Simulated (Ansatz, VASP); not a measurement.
**Two plane-wave programs on Nb2SnTe3**

```
Nb Sn Te
1.0
     4.43825    0.00000    0.00000
     0.00000    4.43825    0.00000
     0.00000    0.00000    7.58155
Nb Sn Te
2 1 3
Cartesian
  2.2191 2.2191 5.7877
  0.0000 0.0000 1.7675
  0.0000 0.0000 4.7378
  2.2191 0.0000 7.5623
  0.0000 2.2191 7.5623
  2.2191 2.2191 2.9085
```

Change from the starting cell: species swapped into the Zr2As3S type (P4mm, No. 99).

Alike in both runs: functional PBE; k mesh 4 × 4 × 2; occupations gaussian, width 0.1 eV; no spin polarisation.

Ansatz relaxed the structure, and its values are those at the end. VASP's run is a single point on that final structure, the one shown.

|  | VASP | Ansatz |
| --- | --- | --- |
| version | VASP 6.6.1 | Ansatz 0.2.0 |
| potentials or method | VASP PAW PBE potentials, release 64 (Nb_sv, Sn_d, Te), cutoff 520 eV | scalar-relativistic, plane waves, PAW |
| valence electrons in the cell | 58 | 88 |

```csv
,VASP,Ansatz,Ansatz less VASP
gap on the k mesh at the Fermi level (eV),none,none,-
pressure (GPa),-0.1,0.0,+0.12
rms of the force components (eV/Å),0.006,0.005,-0.0010
```

A gap of «none» marks a metal or a gap that the smearing closes. VASP's potentials hold 58 valence electrons a cell and Ansatz's 88, so a difference there can come from the potentials and not from the codes.

The k mesh is coarse, so the values compare programs but aren't converged. Spin-orbit coupling is off throughout.
